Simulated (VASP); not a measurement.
# Pt (Fm-3m) in VASP: further runs

Pt is run at these levels: r2SCAN; tasks: single point.

All numbers are computed with VASP 6.6.1; they aren't measurements. Logs are shortened: lines on timing, memory, paths and dates and some standing lists are left out, and cuts for length are marked.

## 1. The cell of the first run

It takes space group Fm-3m (No. 225, cubic). The conventional cell has a = 3.860 Å, b = 3.860 Å, c = 3.860 Å, α = 90.00°, β = 90.00°, γ = 90.00°. Pt (site symmetry m-3m) has 12 Pt at 2.73 Å within 3.6 Å.

## 2. Single point, r2SCAN (volume scaled by 0.94)

File POSCAR:

```
Pt
1.0
    0.0000000000      1.9298773823      1.9298773823
    1.9298773823      0.0000000000      1.9298773823
    1.9298773823      1.9298773823      0.0000000000
Pt
1
Direct
    0.0000000000      0.0000000000      0.0000000000
```

File INCAR.step1:

```
SYSTEM = Pt
PREC = Accurate
ENCUT = 520
ISMEAR = 0
SIGMA = 0.1
LREAL = .False.
LASPH = .True.
NELM = 100
NBANDS = 11
GGA = PE
ALGO = Normal
EDIFF = 1E-4
LWAVE = .True.
LCHARG = .False.
```

File INCAR.step2:

```
SYSTEM = Pt
PREC = Accurate
ENCUT = 520
EDIFF = 1E-6
ISMEAR = 0
SIGMA = 0.1
LREAL = .False.
LASPH = .True.
NELM = 100
ALGO = Normal
ISIF = 2
LWAVE = .False.
LCHARG = .True.
METAGGA = R2SCAN
LMIXTAU = .True.
LELF = .True.
LVHAR = .True.
NBANDS = 11
ISTART = 1
```

File KPOINTS:

```
regular mesh
0
Gamma
  18 18 18
  0 0 0
```

Potentials or basis: VASP PAW PBE potentials, release 64 (Pt).

Started as:

```
cat potpaw_PBE.64/Pt/POTCAR > POTCAR
cp INCAR.step1 INCAR
mpirun -np 1 vasp_std > vasp.out
cp INCAR.step2 INCAR
mpirun -np 1 vasp_std > vasp.out
```

OUTCAR:

```text
SYSTEM = Pt
   PREC = Accurate
   ENCUT = 520
   EDIFF = 1E-6
   ISMEAR = 0
   LREAL = .False.
   LASPH = .True.
   NELM = 100
   ISIF = 2
   METAGGA = R2SCAN
   ISTART = 1

 ion  position               nearest neighbor table
   1  0.000  0.000  0.000-

  LATTYP: Found a face centered cubic cell.
 ALAT       =     3.8597547646

  Lattice vectors:

 A1 = (   0.0000000000,   1.9298773823,   1.9298773823)
 A2 = (   1.9298773823,   0.0000000000,   1.9298773823)
 A3 = (   1.9298773823,   1.9298773823,   0.0000000000)

Analysis of symmetry for initial positions (statically):
=====================================================================
 Subroutine PRICEL returns:
 Original cell was already a primitive cell.

 Routine SETGRP: Setting up the symmetry group for a
 face centered cubic supercell.

 Subroutine GETGRP returns: Found 48 space group operations
 (whereof 48 operations were pure point group operations)
 out of a pool of 48 trial point group operations.

The static configuration has the point symmetry O_h .

Analysis of symmetry for dynamics (positions and initial velocities):
=====================================================================
 Subroutine PRICEL returns:
 Original cell was already a primitive cell.

 Routine SETGRP: Setting up the symmetry group for a
 face centered cubic supercell.

 Subroutine GETGRP returns: Found 48 space group operations
 (whereof 48 operations were pure point group operations)
 out of a pool of 48 trial point group operations.

The dynamic configuration has the point symmetry O_h .

 Subroutine INISYM returns: Found 48 space group operations
 (whereof 48 operations are pure point group operations),
 and found     1 'primitive' translations

----------------------------------------------------------------------------------------

                                     Primitive cell

  volume of cell :      14.3754

  direct lattice vectors                    reciprocal lattice vectors
     0.000000000  1.929877382  1.929877382    -0.259083818  0.259083818  0.259083818
     1.929877382  0.000000000  1.929877382     0.259083818 -0.259083818  0.259083818
     1.929877382  1.929877382  0.000000000     0.259083818  0.259083818 -0.259083818

  length of vectors
     2.729258768  2.729258768  2.729258768     0.448746336  0.448746336  0.448746336

  position of ions in fractional coordinates (direct lattice)
     0.000000000  0.000000000  0.000000000

  ion indices of the primitive-cell ions
   primitive index   ion index
                 1           1

----------------------------------------------------------------------------------------

 KPOINTS: regular mesh

Automatic generation of k-mesh.
 Grid dimensions read from file:
 generate k-points for:   18   18   18

 Generating k-lattice:

  Cartesian coordinates                     Fractional coordinates (reciprocal lattice)
    -0.014393545  0.014393545  0.014393545     0.055555556  0.000000000  0.000000000
     0.014393545 -0.014393545  0.014393545     0.000000000  0.055555556  0.000000000
     0.014393545  0.014393545 -0.014393545     0.000000000  0.000000000  0.055555556

  Length of vectors
     0.024930352  0.024930352  0.024930352

  Shift w.r.t. Gamma in fractional coordinates (k-lattice)
     0.000000000  0.000000000  0.000000000

 Subroutine IBZKPT returns following result:
 ===========================================

 Found    195 irreducible k-points:

 Following reciprocal coordinates:
            Coordinates               Weight
  0.000000  0.000000  0.000000      1.000000
  0.055556  0.000000  0.000000      8.000000
  0.111111  0.000000  0.000000      8.000000
  0.166667  0.000000  0.000000      8.000000
  0.222222  0.000000  0.000000      8.000000
  0.277778  0.000000  0.000000      8.000000
[... 16 lines left out ...]
 -0.277778  0.055556  0.000000     24.000000
 -0.222222  0.055556  0.000000     24.000000
 [... further k-points ...]
   k-points           NKPTS =    195   k-points in BZ     NKDIM =    195   number of bands    NBANDS=     11
   number of dos      NEDOS =    301   number of ions     NIONS =      1
   total plane-waves  NPLWV =   8000
   dimension x,y,z NGX =    20 NGY =   20 NGZ =   20
   dimension x,y,z NGXF=    40 NGYF=   40 NGZF=   40
   ions per type =               1
   NGX,Y,Z   is equivalent  to a cutoff of  12.18, 12.18, 12.18 a.u.
   NGXF,Y,Z  is equivalent  to a cutoff of  24.36, 24.36, 24.36 a.u.
 SYSTEM =  Pt
   PREC   = accura    normal or accurate (medium, high low for compatibility)
   ISTART =      1    job   : 0-new  1-cont  2-samecut
   ICHARG =      0    charge: 1-file 2-atom 10-const
   ISPIN  =      1    spin polarized calculation?
   LNONCOLLINEAR =      F non collinear calculations
   LSORBIT =      F    spin-orbit coupling
   LASPH  =      T    aspherical Exc in radial PAW
   ENCUT  =  520.0 eV  38.22 Ry    6.18 a.u.   5.07  5.07  5.07*2*pi/ulx,y,z
   NELM   =    100;   NELMIN=  2; NELMDL=  0     # of ELM steps
   EDIFF  = 0.1E-05   stopping-criterion for ELM
   LREAL  =      F    real-space projection
[... 7 lines left out ...]
   TEBEG  =    0.0;   TEEND  =   0.0 temperature during run
   PSTRESS=    0.0 pullay stress
   NELECT =      10.0000    total number of electrons
   NUPDOWN=      -1.0000    fix difference up-down
   EMIN   =  10.00;   EMAX   =-10.00  energy-range for DOS
   EFERMI =   0.00;   METHOD = LEGACY
   ISMEAR =     0;   SIGMA  =   0.10  broadening in eV -4-tet -1-fermi 0-gaus
   EFERMI_NEDOS =   21; number of points for ismear=-14 and -15
   IALGO  =     38    algorithm
   IMIX   =      4    mixing-type and parameters
     AMIX     =   0.40;   BMIX     =  1.00
     AMIX_MAG =   1.60;   BMIX_MAG =  1.00
  volume/ion in A,a.u.               =      14.38        97.01
  Fermi-wavevector in a.u.,A,eV,Ry     =   1.450558  2.741157 28.628273  2.104119
  Thomas-Fermi vector in A             =   2.568156
   LORBIT       =      0    0 simple, 1 ext, 2 COOP (PROOUT), +10 PAW based schemes
   METAGGA = R2SCAN    functional components
   LHFCALC =     F    Hartree Fock is set to
   AEXX    =    0.0000 exact exchange contribution
   IVDW    =     0    specifies the selected vdW correction
   LEPSILON=     F    determine dielectric tensor
   LRPA    =     F    only Hartree local field effects (RPA)
 non-spin polarized calculation
 Gauss-broadening in eV      SIGMA  =   0.10
  energy-cutoff  :      520.00
  volume of cell :       14.38
 maximum number of plane-waves:       397
   NGX = 11   NGY = 11   NGZ = 11

 number of electron       9.9999999 magnetization

 Free energy of the ion-electron system (eV)
  ---------------------------------------------------
  ext. energy  EPLUGINS =         0.00000000
  ---------------------------------------------------
  free energy    TOTEN  =       -51.44303758 eV

  energy without entropy =      -51.43359906  energy(sigma->0) =      -51.43831832

 E-fermi :  11.9682     XC(G=0): -14.9777

 val. band max:       11.9515714045   @ k =  -0.4444   0.2778   0.0000
 cond. band min:      11.9682665525   @ k =  -0.2778   0.3889   0.1667
 fundamental gap:      0.0166951480
 Fermi energy:        11.9681506532

 k-point     1 :       0.0000    0.0000    0.0000
  band No.  band energies     occupation
      1       0.8935      2.00000
      2       7.7287      2.00000
      3       7.7287      2.00000
      4       7.7287      2.00000
      5      10.0787      2.00000
      6      10.0787      2.00000
      7      27.2911      0.00000
      8      32.7508      0.00000
      9      32.7508      0.00000
     10      32.7508      0.00000
     11      38.8092      0.00000

 k-point     2 :       0.0556    0.0000    0.0000
  band No.  band energies     occupation
      1       1.0297      2.00000
      2       7.6651      2.00000
      3       7.7843      2.00000
      4       7.7843      2.00000
      5      10.0466      2.00000
      6      10.0466      2.00000
      7      27.5091      0.00000
      8      32.0758      0.00000
      9      32.9641      0.00000
     10      32.9641      0.00000
     11      39.5772      0.00000

 k-point     3 :       0.1111    0.0000    0.0000
  band No.  band energies     occupation
      1       1.4250      2.00000
      2       7.5027      2.00000
      3       7.9294      2.00000
      4       7.9294      2.00000
      5       9.9786      2.00000
      6       9.9786      2.00000
      7      28.1057      0.00000
      8      30.6372      0.00000
      9      33.5852      0.00000
     10      33.5852      0.00000
     11      40.5008      0.00000

 k-point     4 :       0.1667    0.0000    0.0000
  band No.  band energies     occupation
      1       2.0321      2.00000
      2       7.3251      2.00000
      3       8.0897      2.00000
      4       8.0897      2.00000
      5       9.9632      2.00000
      6       9.9632      2.00000
      7      28.8761      0.00000
      8      28.9893      0.00000
      9      34.5563      0.00000
     10      34.5563      0.00000
     11      38.8405      0.00000

 k-point     5 :       0.2222    0.0000    0.0000
  band No.  band energies     occupation
      1       2.7455      2.00000
      2       7.2758      2.00000
      3       8.1511      2.00000
      4       8.1511      2.00000
      5      10.1265      2.00000
      6      10.1265      2.00000
      7      27.2438      0.00000
      8      29.3666      0.00000
      9      35.7412      0.00000
     10      35.7412      0.00000
     11      37.3649      0.00000
[... 211 lines left out ...]
 k-point    21 :      -0.3889    0.0556    0.0000
  band No.  band energies     occupation
      1       3.9694      2.00000
      2       7.6554      2.00000
      3       7.7897      2.00000
      4       9.6161      2.00000
      5      11.4291      2.00000
      6      12.3094      0.00000
      7      20.4659      0.00000
      8      27.5616      0.00000
      9      32.2299      0.00000
     10      33.5906      0.00000
     11      40.3129      0.00000

 k-point    22 :      -0.3333    0.0556    0.0000
  band No.  band energies     occupation
      1       3.9110      2.00000
      2       7.8060      2.00000
      3       7.9273      2.00000
      4       8.5112      2.00000
      5      10.8876      2.00000
      6      11.7291      1.99928
      7      22.5691      0.00000
      8      28.1824      0.00000
      9      33.0750      0.00000
     10      35.1658      0.00000
     11      38.4442      0.00000

 k-point    23 :      -0.2778    0.0556    0.0000
  band No.  band energies     occupation
      1       3.6482      2.00000
      2       7.5875      2.00000
      3       8.0226      2.00000
      4       8.0957      2.00000
      5      10.3251      2.00000
      6      11.1515      2.00000
      7      24.7307      0.00000
      8      28.9739      0.00000
      9      34.1063      0.00000
     10      36.7026      0.00000
     11      37.1552      0.00000

 k-point    24 :      -0.2222    0.0556    0.0000
  band No.  band energies     occupation
      1       3.0920      2.00000
      2       7.1953      2.00000
      3       8.1494      2.00000
      4       8.2227      2.00000
      5       9.8757      2.00000
      6      10.6446      2.00000
      7      26.7189      0.00000
      8      29.5085      0.00000
      9      34.5751      0.00000
     10      36.0324      0.00000
     11      37.2789      0.00000

 [... further k-points ...]
[... 5 lines left out ...]
  --------------------------------------------------------------------------------------
  -------------------------------------------------------------------------------------
  Total        1.8792163      1.8792163      1.8792163     -0.0000000     -0.0000000      0.0000000
  in kB      209.4441417    209.4441417    209.4441417     -0.0000000     -0.0000000      0.0000000
  external PRESSURE =     209.4441417 kB  Pullay stress =       0.0000000 kB

 VOLUME and BASIS-vectors are now :
 -----------------------------------------------------------------------------
  energy-cutoff  :      520.00
  volume of cell :       14.38
      direct lattice vectors                 reciprocal lattice vectors
     0.000000000  1.929877382  1.929877382    -0.259083818  0.259083818  0.259083818
     1.929877382  0.000000000  1.929877382     0.259083818 -0.259083818  0.259083818
     1.929877382  1.929877382  0.000000000     0.259083818  0.259083818 -0.259083818

 POSITION                                       TOTAL-FORCE (eV/Angst)
 -----------------------------------------------------------------------------------
      0.00000      0.00000      0.00000        -0.000000     -0.000000     -0.000000
 -----------------------------------------------------------------------------------
    total drift:                                0.000000     -0.000000     -0.000000

  FREE ENERGIE OF THE ION-ELECTRON SYSTEM (eV)
  ---------------------------------------------------
  free  energy   TOTEN  =       -51.4430375788 eV

  energy  without entropy=      -51.4335990639  energy(sigma->0) =      -51.43831832
```

Run time: 76 s. Hardware: 1 thread of Intel Xeon Platinum 8488C (Sapphire Rapids), shared host; peak memory 0.15 GiB.

Results:

```yaml
Free_energy: -51.4430 eV
Pressure: 20.9 GPa
Band_gap_on_the_k_mesh: zero (band 5 reaches 12.54 eV, above the bottom of band 6 at 9.96 eV)
```

Levels at points of the mesh, in eV from the Fermi level:
```tsv
k point	band 1	band 2	band 3	band 4	band 5	band 6	band 7	band 8	band 9	band 10
(0.00, 0.00, 0.00)	-11.07	-4.24	-4.24	-4.24	-1.89	-1.89	15.32	20.78	20.78	20.78
(0.50, 0.00, 0.00)	-8.12	-4.35	-4.35	-0.51	0.03	0.03	6.55	14.98	20.30	20.30
(0.50, 0.50, 0.00)	-7.88	-7.41	-0.05	0.57	0.57	1.85	9.90	12.18	12.18	21.91
```

Caveat: the PAW data sets were made with another functional, which shifts forces and pressure a little; spin-orbit coupling is left out, which moves the levels of the heavy elements.

(Part 1 of 4 ends here.)
